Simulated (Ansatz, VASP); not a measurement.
# Two plane-wave programs on Pt

File INCAR:

```
SYSTEM = Pt
PREC = Accurate ; ENCUT = 570
EDIFF = 1E-7 ; ISMEAR = -1
SIGMA = 0.05 ; LREAL = .False.
LASPH = .True. ; NELM = 120
ALGO = Normal ; ISIF = 3
LWAVE = .False. ; LCHARG = .False.
GGA = B5 ; ALDAX = 1.0
AGGAX = 1.0 ; AGGAC = 1.0
ALDAC = 0.0 ; IBRION = 2
NSW = 60 ; EDIFFG = -0.01
GGA_COMPAT = .False. ; NELMIN = 4
```

File KPOINTS:

```
Automatic mesh
0
Gamma
  12 12 12
  0 0 0
```

The input POSCAR:

```
Pt
1.0
   -1.5842200000      1.5842200000      1.5842200000
    1.5842200000     -1.5842200000      1.5842200000
    1.5842200000      1.5842200000     -1.5842200000
Pt
1
Direct
    0.0000000000      0.0000000000      0.0000000000
```

File input.yaml:

```yaml
crystal:
  lattice:
    - [-1.58422, 1.58422, 1.58422]
    - [1.58422, -1.58422, 1.58422]
    - [1.58422, 1.58422, -1.58422]
  atoms:
    - { symbol: Pt, position: [0.0, 0.0, 0.0] }
hamiltonian:
  xc: blyp
  pseudopotentials: { kind: paw }
kpoints:
  mp_grid: { grid: [12, 12, 12] }
scf:
  occupations: { method: fermi_dirac, width: 0.05 }
output:
  forces: true
  stress: true
  eigenvalues: true
relax:
  f_tol: 0.01
  max_steps: 40
  cell: { stress_tol: 0.05 }
```

Alike in both runs: task relaxation of cell and atoms; functional BLYP; k mesh 12 × 12 × 12; occupations fermi-dirac, width 0.05 eV; no spin polarisation.

|  | VASP | Ansatz |
| --- | --- | --- |
| version | VASP 6.6.1 | Ansatz 0.2.0 |
| potentials or method | VASP PAW PBE potentials, release 64 (Pt_sv_GW) | Ansatz PAW |
| plane-wave cutoff (eV) | 570 | 420 |
| valence electrons in the cell | 18 | 18 |

Ansatz gave:

| Quantity | Value |
| --- | --- |
| gap on the k mesh at the Fermi level, each at its own relaxed structure (eV) | none |
| relaxed volume (Å³/atom) | 16.81 |
| relaxed length of the cell vector where the two differ most in proportion (Å) | 2.795 |

Task: Estimate VASP's values.

Result: gap on the k mesh at the Fermi level, each at its own relaxed structure (eV): none; relaxed volume (Å³/atom): 16.74; relaxed length of the cell vector where the two differ most in proportion (Å): 2.791.

VASP's potentials were made for PBE, not for BLYP. A gap of «none» marks a metal or a gap that the smearing closes.

Neither program's run includes spin-orbit coupling. Noted on Ansatz's run: the plane-wave basis is chosen anew once the cell has moved, so the energies of steps on either side of that aren't comparable.
